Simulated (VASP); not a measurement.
A run of VASP 6.6.1 is set up as follows.

File POSCAR:

```
Al19Cu
1.0
    5.6372161124      0.0000000286      0.0000000000
   -2.8186080810      4.8819723457      0.0000000000
    0.0000000000      0.0000000000     21.2055429712
Al Cu
19 1
Direct
    0.0000000000      0.0000000000      0.2834308947
   -0.0012219770      0.4993890115      0.2832341740
    0.5006109885      1.0012219770      0.2832341740
    0.5006109885      0.4993890115      0.2832341740
    0.3358695731      0.1679347865      0.3943086222
    0.3333333333      0.6666666667      0.3918376719
    0.8320652135      0.1679347865      0.3943086222
    0.8320652135      0.6641304269      0.3943086222
    0.6666666802      0.8333333401      0.4999990703
    0.1666666599      0.3333333198      0.4999990703
    0.1666666599      0.8333333401      0.4999990703
   -0.0025362343      0.4987318828      0.6056895084
    0.0000000000      0.0000000000      0.6081604524
    0.5012681172      0.4987318828      0.6056895084
    0.5012681172      0.0025362343      0.6056895084
    0.3333333333      0.6666666667      0.7165672405
    0.3345553435      0.1672776717      0.7167639434
    0.8327223283      0.6654446565      0.7167639434
    0.8327223283      0.1672776717      0.7167639434
    0.6666666667      0.3333333333      0.4999990818
```

File INCAR.step1:

```
PREC = Accurate
ENCUT = 520
ISMEAR = 1
SIGMA = 0.1
LREAL = Auto
LASPH = True
NELM = 100
LDIPOL = True
IDIPOL = 3
DIPOL = 0.5 0.5 0.500
NBANDS = 50
GGA = PE
ALGO = Normal
EDIFF = 1E-4
LWAVE = True
LCHARG = False
```

The input INCAR.step2:

```
PREC = Accurate
ENCUT = 520
EDIFF = 1E-6
ISMEAR = 1
SIGMA = 0.1
LREAL = Auto
LASPH = True
NELM = 100
ALGO = Normal
ISIF = 2
LWAVE = False
LCHARG = False
LDIPOL = True
IDIPOL = 3
DIPOL = 0.5 0.5 0.500
METAGGA = R2SCAN
LMIXTAU = True
LUSE_VDW = True
IVDW_NL = 2
BPARAM = 11.95
CPARAM = 0.0093
NBANDS = 50
ISTART = 1
```

The input KPOINTS:

```
regular mesh
0
Gamma
  9 9 1
```

Potentials or basis: VASP PAW PBE potentials, release 64 (Al, Cu).

Run with:

```console
$ cat potpaw_PBE.64/Al/POTCAR potpaw_PBE.64/Cu/POTCAR > POTCAR
$ cp INCAR.step1 INCAR
$ mpirun -np 1 vasp_std > vasp.out
$ cp INCAR.step2 INCAR
$ mpirun -np 1 vasp_std > vasp.out
```

(1) Predict the band gap on the k mesh.

(2) Predict the largest force.

Results:

(1) zero (bands 34 and 35 overlap by 1.65 eV).

(2) 0.006 eV/Å.

Caveat: the PAW data sets were made with another functional, which shifts forces and pressure a little.
